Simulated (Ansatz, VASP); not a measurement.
# One calculation of H2C, two programs

```
C H
1.0
    12.00000    0.00000    0.00000
     0.00000   12.50000    0.00000
     0.00000    0.00000   13.00000
C H
2 4
Direct
  0.50000 0.50000 0.55124
  0.50000 0.50000 0.44876
  0.50000 0.57425 0.59533
  0.50000 0.42575 0.59533
  0.50000 0.57425 0.40467
  0.50000 0.42575 0.40467
```

Alike in both runs: functional PBE; k mesh 1 × 1 × 1; no spin polarisation.

Ansatz relaxed the structure, and its values are those at the end. VASP's run is a single point on that final structure, the one shown.

|  | VASP | Ansatz |
| --- | --- | --- |
| version | VASP 6.6.1 | Ansatz 0.2.0 |
| potentials or method | VASP PAW PBE potentials, release 64 (C, H) | scalar-relativistic, plane waves, PAW |
| plane-wave cutoff (eV) | 520 | 420 |
| occupations | gaussian, width 0.01 eV | fixed |
| valence electrons in the cell | 12 | 12 |

```tsv
	VASP	Ansatz	Ansatz less VASP
gap on the k mesh at the Fermi level (eV)	5.68	5.68	0.000
rms of the force components (eV/Å)	0.013	0.001	-0.0121
```

Ansatz's warnings: xc potential rough in thin density.
